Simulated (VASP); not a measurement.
# As in VASP: further runs

The runs below take As through single point, with PBE.

Program: VASP 6.6.1. These are calculated values, not measurements. Logs are shortened: lines on timing, memory, paths and dates and some standing lists are left out, and cuts for length are marked.

**1. The cell of the first run**

The cell holds a slab with vacuum, 2 atoms: a = 3.497 Å, b = 3.497 Å, c = 28.000 Å, α = 90.00°, β = 90.00°, γ = 120.00°.

**2. Single point, PBE**

Input file INCAR:

```
SYSTEM = As
PREC = Accurate ; ENCUT = 520
EDIFF = 1E-7 ; ISMEAR = 0
SIGMA = 0.02 ; LREAL = .False.
LASPH = .True. ; NELM = 100
ALGO = Normal ; ISIF = 2
LWAVE = .False. ; LCHARG = .False.
LDIPOL = .True. ; IDIPOL = 3
DIPOL = 0.5 0.5 0.500 ; GGA = PE
NBANDS = 12
```

Input file KPOINTS:

```
Automatic mesh
0
Gamma
  9 9 1
  0 0 0
```

Input file POSCAR:

```
As
1.0
    3.4970000000      0.0000000000      0.0000000000
   -1.7485000000      3.0284908370      0.0000000000
    0.0000000000      0.0000000000     28.0000000000
As
2
Direct
    0.3333333333      0.6666666667      0.5000000000
    0.6666666667      0.3333333333      0.5000000000
```

Potentials or basis: VASP PAW PBE potentials, release 64 (As).

The run is started by

```bash
> cat potpaw_PBE.64/As/POTCAR > POTCAR
> mpirun -np 1 vasp_std > vasp.out
```

OUTCAR:

```text
SYSTEM = As
   PREC = Accurate
   ENCUT = 520
   EDIFF = 1E-7
   ISMEAR = 0
   LREAL = .False.
   LASPH = .True.
   NELM = 100
   ISIF = 2
   GGA = PE

 ion  position               nearest neighbor table
   1  0.333  0.667  0.500-   2 2.02   2 2.02   2 2.02
   2  0.667  0.333  0.500-   1 2.02   1 2.02   1 2.02

  LATTYP: Found a hexagonal cell.
 ALAT       =     3.4970000000
 C/A-ratio  =     8.0068630255

  Lattice vectors:

 A1 = (   3.4970000000,   0.0000000000,   0.0000000000)
 A2 = (  -1.7485000000,   3.0284908370,   0.0000000000)
 A3 = (   0.0000000000,   0.0000000000,  28.0000000000)

Analysis of symmetry for initial positions (statically):
=====================================================================
 Subroutine PRICEL returns:
 Original cell was already a primitive cell.

 Routine SETGRP: Setting up the symmetry group for a
 hexagonal supercell.

 Subroutine GETGRP returns: Found 24 space group operations
 (whereof 24 operations were pure point group operations)
 out of a pool of 24 trial point group operations.

The static configuration has the point symmetry D_6h.

Analysis of symmetry for dynamics (positions and initial velocities):
=====================================================================
 Subroutine PRICEL returns:
 Original cell was already a primitive cell.

 Routine SETGRP: Setting up the symmetry group for a
 hexagonal supercell.

 Subroutine GETGRP returns: Found 24 space group operations
 (whereof 24 operations were pure point group operations)
 out of a pool of 24 trial point group operations.

The dynamic configuration has the point symmetry D_6h.

 Subroutine INISYM returns: Found 24 space group operations
 (whereof 24 operations are pure point group operations),
 and found     1 'primitive' translations

----------------------------------------------------------------------------------------

                                     Primitive cell

  volume of cell :     296.5377

  direct lattice vectors                    reciprocal lattice vectors
     3.497000000  0.000000000  0.000000000     0.285959394  0.165098733  0.000000000
    -1.748500000  3.028490837  0.000000000     0.000000000  0.330197466  0.000000000
     0.000000000  0.000000000 28.000000000     0.000000000  0.000000000  0.035714286

  length of vectors
     3.497000000  3.497000000 28.000000000     0.330197466  0.330197466  0.035714286

  position of ions in fractional coordinates (direct lattice)
     0.333333333  0.666666667  0.500000000
     0.666666667  0.333333333  0.500000000

  ion indices of the primitive-cell ions
   primitive index   ion index
                 1           1
                 2           2

----------------------------------------------------------------------------------------

 KPOINTS: Automatic mesh

Automatic generation of k-mesh.
 Grid dimensions read from file:
 generate k-points for:    9    9    1

 Generating k-lattice:

  Cartesian coordinates                     Fractional coordinates (reciprocal lattice)
     0.031773266  0.018344304  0.000000000     0.111111111  0.000000000  0.000000000
     0.000000000  0.036688607  0.000000000     0.000000000  0.111111111  0.000000000
     0.000000000  0.000000000  0.035714286     0.000000000  0.000000000  1.000000000

  Length of vectors
     0.036688607  0.036688607  0.035714286

  Shift w.r.t. Gamma in fractional coordinates (k-lattice)
     0.000000000  0.000000000  0.000000000

 Subroutine IBZKPT returns following result:
 ===========================================

 Found     12 irreducible k-points:

 Following reciprocal coordinates:
            Coordinates               Weight
  0.000000  0.000000  0.000000      1.000000
  0.111111  0.000000  0.000000      6.000000
  0.222222  0.000000  0.000000      6.000000
  0.333333  0.000000  0.000000      6.000000
  0.444444  0.000000  0.000000      6.000000
  0.111111  0.111111  0.000000      6.000000
  0.222222  0.111111  0.000000     12.000000
  0.333333  0.111111  0.000000     12.000000
  0.444444  0.111111  0.000000      6.000000
  0.222222  0.222222  0.000000      6.000000
  0.333333  0.222222  0.000000     12.000000
  0.333333  0.333333  0.000000      2.000000
   k-points           NKPTS =     12   k-points in BZ     NKDIM =     12   number of bands    NBANDS=     12
   number of dos      NEDOS =    301   number of ions     NIONS =      2
   total plane-waves  NPLWV = 164640
   dimension x,y,z NGX =    28 NGY =   28 NGZ =  210
   dimension x,y,z NGXF=    56 NGYF=   56 NGZF=  420
   ions per type =               2
   NGX,Y,Z   is equivalent  to a cutoff of  13.31, 13.31, 12.47 a.u.
   NGXF,Y,Z  is equivalent  to a cutoff of  26.62, 26.62, 24.94 a.u.
 SYSTEM =  As
   PREC   = accura    normal or accurate (medium, high low for compatibility)
   ISTART =      0    job   : 0-new  1-cont  2-samecut
   ICHARG =      2    charge: 1-file 2-atom 10-const
   ISPIN  =      1    spin polarized calculation?
   LNONCOLLINEAR =      F non collinear calculations
   LSORBIT =      F    spin-orbit coupling
   LASPH  =      T    aspherical Exc in radial PAW
   ENCUT  =  520.0 eV  38.22 Ry    6.18 a.u.   6.50  6.50 52.06*2*pi/ulx,y,z
   NELM   =    100;   NELMIN=  2; NELMDL= -5     # of ELM steps
   EDIFF  = 0.1E-06   stopping-criterion for ELM
   LREAL  =      F    real-space projection
   EDIFFG = 0.1E-05   stopping-criterion for IOM
   NSW    =      0    number of steps for IOM
   IBRION =     -1    ionic relax: 0-MD 1-quasi-New 2-CG
   NFREE  =      0    steps in history (QN), initial steepest desc. (CG)
   ISIF   =      2    stress and relaxation
   ISYM   =      2    0-nonsym 1-usesym 2-fastsym
   POTIM  = 0.5000    time-step for ionic-motion
   TEBEG  =    0.0;   TEEND  =   0.0 temperature during run
   PSTRESS=    0.0 pullay stress
   NELECT =      10.0000    total number of electrons
   NUPDOWN=      -1.0000    fix difference up-down
   EMIN   =  10.00;   EMAX   =-10.00  energy-range for DOS
   EFERMI =   0.00;   METHOD = LEGACY
   ISMEAR =     0;   SIGMA  =   0.02  broadening in eV -4-tet -1-fermi 0-gaus
   EFERMI_NEDOS =   21; number of points for ismear=-14 and -15
   IALGO  =     38    algorithm
   IMIX   =      4    mixing-type and parameters
     AMIX     =   0.40;   BMIX     =  1.00
     AMIX_MAG =   1.60;   BMIX_MAG =  1.00
  volume/ion in A,a.u.               =     148.27      1000.57
  Fermi-wavevector in a.u.,A,eV,Ry     =   0.528910  0.999494  3.806168  0.279745
  Thomas-Fermi vector in A             =   1.550760
   LORBIT       =      0    0 simple, 1 ext, 2 COOP (PROOUT), +10 PAW based schemes
   GGA     = PE    functional components
   LHFCALC =     F    Hartree Fock is set to
   AEXX    =    0.0000 exact exchange contribution
   IVDW    =     0    specifies the selected vdW correction
   LEPSILON=     F    determine dielectric tensor
   LRPA    =     F    only Hartree local field effects (RPA)
 non-spin polarized calculation
 Gauss-broadening in eV      SIGMA  =   0.02
  energy-cutoff  :      520.00
  volume of cell :      296.54
 maximum number of plane-waves:      8059
 NGX is ok and might be reduce to    28
   NGX = 13   NGY = 13   NGZ =105

 dipolmoment           0.000000      0.000000      0.000000 electrons x Angstroem

 number of electron      10.0000001 magnetization

 dipolmoment           0.000000      0.000000     -0.000000 electrons x Angstroem

 Free energy of the ion-electron system (eV)
  ---------------------------------------------------
  ext. energy  EPLUGINS =         0.00000000
  ---------------------------------------------------
  free energy    TOTEN  =        -3.09347714 eV

  energy without entropy =       -3.09347714  energy(sigma->0) =       -3.09347714

 E-fermi :  -2.3271     XC(G=0):  -1.6654

 val. band max:       -2.4030997503   @ k =   0.3333   0.1111   0.0000
 cond. band min:      -2.2528718164   @ k =   0.2222   0.2222   0.0000
 fundamental gap:      0.1502279339
 Fermi energy:        -2.3270821729

 k-point     1 :       0.0000    0.0000    0.0000
  band No.  band energies     occupation
      1     -20.5415      2.00000
      2      -8.8597      2.00000
      3      -7.1780      2.00000
      4      -7.1780      2.00000
      5      -3.5689      2.00000
      6      -0.8286      0.00000
      7      -0.8286      0.00000
      8      -0.3361      0.00000
      9       1.0448      0.00000
     10       1.3907      0.00000
     11       1.7924      0.00000
     12       1.9323      0.00000

 k-point     2 :       0.1111    0.0000    0.0000
  band No.  band energies     occupation
      1     -20.3570      2.00000
      2      -8.6995      2.00000
      3      -8.6692      2.00000
      4      -7.5481      2.00000
      5      -2.5732      2.00000
      6      -0.6418      0.00000
      7      -0.1321      0.00000
      8      -0.0830      0.00000
      9       1.2426      0.00000
     10       1.5930      0.00000
     11       1.9928      0.00000
     12       2.1338      0.00000

 k-point     3 :       0.2222    0.0000    0.0000
  band No.  band energies     occupation
      1     -19.8093      2.00000
      2     -11.0974      2.00000
      3      -8.2828      2.00000
      4      -8.1077      2.00000
      5      -2.7850      2.00000
      6       0.3975      0.00000
      7       0.4479      0.00000
      8       1.5223      0.00000
      9       1.7726      0.00000
     10       1.8396      0.00000
     11       2.1999      0.00000
     12       2.5952      0.00000
[... 106 lines left out ...]
 k-point    11 :       0.3333    0.2222    0.0000
  band No.  band energies     occupation
      1     -17.3482      2.00000
      2     -15.3005      2.00000
      3     -11.1172      2.00000
      4      -5.6582      2.00000
      5      -3.5979      2.00000
      6      -0.0073      0.00000
      7       1.8351      0.00000
      8       3.0119      0.00000
      9       3.2708      0.00000
     10       4.9646      0.00000
     11       5.2272      0.00000
     12       5.4321      0.00000

 k-point    12 :       0.3333    0.3333    0.0000
  band No.  band energies     occupation
      1     -16.3022      2.00000
      2     -16.3022      2.00000
      3     -11.6426      2.00000
      4      -4.6225      2.00000
      5      -4.6225      2.00000
      6       1.3006      0.00000
      7       2.6660      0.00000
      8       2.6660      0.00000
      9       3.3038      0.00000
     10       5.0065      0.00000
     11       5.0065      0.00000
     12       5.9644      0.00000

------------------------ aborting loop because EDIFF is reached ----------------------------------------

 vacuum level on the upper side and lower side of the slab       (xc-potential included)        -0.020        -0.020

  FORCE on cell =-STRESS in cart. coord.  units (eV):
  Direction    XX          YY          ZZ          XY          YZ          ZX
  --------------------------------------------------------------------------------------
  -------------------------------------------------------------------------------------
  Total       28.0268493     28.0268493     -0.0027912      0.0000000     -0.0000000      0.0000000
  in kB      151.4275632    151.4275632     -0.0150805      0.0000000     -0.0000000      0.0000000
  external PRESSURE =     100.9466820 kB  Pullay stress =       0.0000000 kB

 VOLUME and BASIS-vectors are now :
 -----------------------------------------------------------------------------
  energy-cutoff  :      520.00
  volume of cell :      296.54
      direct lattice vectors                 reciprocal lattice vectors
     3.497000000  0.000000000  0.000000000     0.285959394  0.165098733  0.000000000
    -1.748500000  3.028490837  0.000000000     0.000000000  0.330197466  0.000000000
     0.000000000  0.000000000 28.000000000     0.000000000  0.000000000  0.035714286

 POSITION                                       TOTAL-FORCE (eV/Angst)
 -----------------------------------------------------------------------------------
     -0.00000      2.01899     14.00000        -0.000000      0.000000      0.000000
      1.74850      1.00950     14.00000         0.000000     -0.000000     -0.000000
 -----------------------------------------------------------------------------------
    total drift:                               -0.000000     -0.000000     -0.000000

  FREE ENERGIE OF THE ION-ELECTRON SYSTEM (eV)
  ---------------------------------------------------
  free  energy   TOTEN  =        -3.0934771425 eV

  energy  without entropy=       -3.0934771408  energy(sigma->0) =       -3.09347714

 vacuum level on the upper side and lower side of the slab         1.321         1.321
```

Wall time 84 s (1 thread of Intel Xeon Platinum 8259CL at 2.50GHz (Skylake/Cascade Lake), shared host); peak memory 0.4 GiB.

What came out:

```
Free energy            : -3.0935 eV
Band gap on the k mesh : zero (bands 5 and 6 overlap by 1.59 eV)
```

**3. Single point, PBE**

This run uses another cell than the first one.

Input file INCAR:

```
ALGO = Normal
DIPOL = 0.5 0.5 0.500
EDIFF = 1E-6
ENCUT = 520
GGA = PE
GGA_COMPAT = F
IDIPOL = 3
ISIF = 2
ISMEAR = 0
LASPH = T
LCHARG = F
LDIPOL = T
LREAL = F
LWAVE = F
NBANDS = 22
NELM = 120
NELMDL = -8
PREC = Accurate
SIGMA = 0.02
```

Input file KPOINTS:

```
k-points
0
Gamma
  9 9 1
```

Input file POSCAR:

```
As
1.0
    3.5550000000      0.0000000000      0.0000000000
   -1.7775000000      3.0787203105      0.0000000000
    0.0000000000      0.0000000000     28.0000000000
As
2
Direct
    0.3333333333      0.6666666667      0.5000000000
    0.6666666667      0.3333333333      0.5000000000
```

Potentials or basis: VASP PAW PBE potentials, release 64 (As_d).

The run is started by

```bash
> cat potpaw_PBE.64/As_d/POTCAR > POTCAR
> mpirun -np 1 vasp_std > vasp.out
```

Run time: 2 min. Hardware: 1 thread of Intel Xeon Platinum 8259CL at 2.50GHz (Skylake/Cascade Lake), shared host; peak memory 0.39 GiB.

The run converged. Its results:

```yaml
Free_energy: -4.1101 eV
Band_gap_on_the_k_mesh: zero (bands 15 and 16 overlap by 1.13 eV)
```

Levels at points of the mesh, in eV from the Fermi level:
| k point | band 13 | band 14 | band 15 | band 16 | band 17 | band 18 |
| --- | --- | --- | --- | --- | --- | --- |
| (0.00, 0.00, 0.00) | -4.72 | -4.72 | -1.71 | 1.57 | 1.57 | 2.26 |
